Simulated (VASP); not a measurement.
A run of VASP 6.6.1 is set up as follows.

The input POSCAR:

```
H8CO6
1.0
    5.5112720000      0.0000000000      0.0000000000
    0.0000000000      5.5112720000      0.0000000000
    0.0000000000      0.0000000000      5.5112720000
O H C
6 8 1
Direct
    0.0796186434      0.7377607202      0.7896180773
    0.4461220568      0.5311659450      0.0952593158
    0.5644794886      0.9795742253      0.8310422712
    0.7929022556      0.4310257233      0.4795444681
    0.1244721727      0.0074211543      0.3019448142
   -0.0094533531      0.2693752005      0.0008890869
   -0.0148967425      0.6417937638      0.6849961316
    0.2210741912      0.7960231322      0.7074954747
    0.2950861435      0.5785778673      0.0289769766
    0.4889796766      0.3784062917      0.0137173415
    0.7442927876      0.9820600399      0.8261432207
    0.5385326654      0.8647368520      0.9569660144
    0.7678989533      0.3080232658      0.5977930322
    0.6596480812      0.4629602749      0.3797489944
    0.0558310314      0.1415462710      0.1523060375
```

Contents of INCAR.step1:

```
SYSTEM = H8CO6
PREC = Accurate
ENCUT = 520
ISMEAR = -1
SIGMA = 0.05
LREAL = Auto
LASPH = .True.
NELM = 60
NBANDS = 37
GGA = PE
ALGO = Normal
EDIFF = 1E-4
LWAVE = .True.
LCHARG = .False.
```

File INCAR.step2:

```
SYSTEM = H8CO6
PREC = Accurate
ENCUT = 520
EDIFF = 1E-7
ISMEAR = -1
SIGMA = 0.05
LREAL = Auto
LASPH = .True.
NELM = 60
ALGO = Normal
ISIF = 2
LWAVE = .False.
LCHARG = .False.
METAGGA = R2SCAN
LMIXTAU = .True.
NBANDS = 37
ISTART = 1
```

File KPOINTS:

```
regular mesh
0
Gamma
  1 1 1
  0 0 0
```

Potentials or basis: VASP PAW PBE potentials, release 64 (O, H, C).

Command:

```console
$ cat potpaw_PBE.64/O/POTCAR potpaw_PBE.64/H/POTCAR potpaw_PBE.64/C/POTCAR > POTCAR
$ cp INCAR.step1 INCAR
$ mpirun -np 1 vasp_gam > vasp.out
$ cp INCAR.step2 INCAR
$ mpirun -np 1 vasp_gam > vasp.out
```

(1) Estimate the largest force.

(2) Predict the pressure.

Answers

(1) 2.593 eV/Å.

(2) 1.7 GPa.

Caveat: the k points lie up to 1.14 Å⁻¹ apart, too coarse for converged energies, forces and pressures; the PAW data sets were made with another functional, which shifts forces and pressure a little.
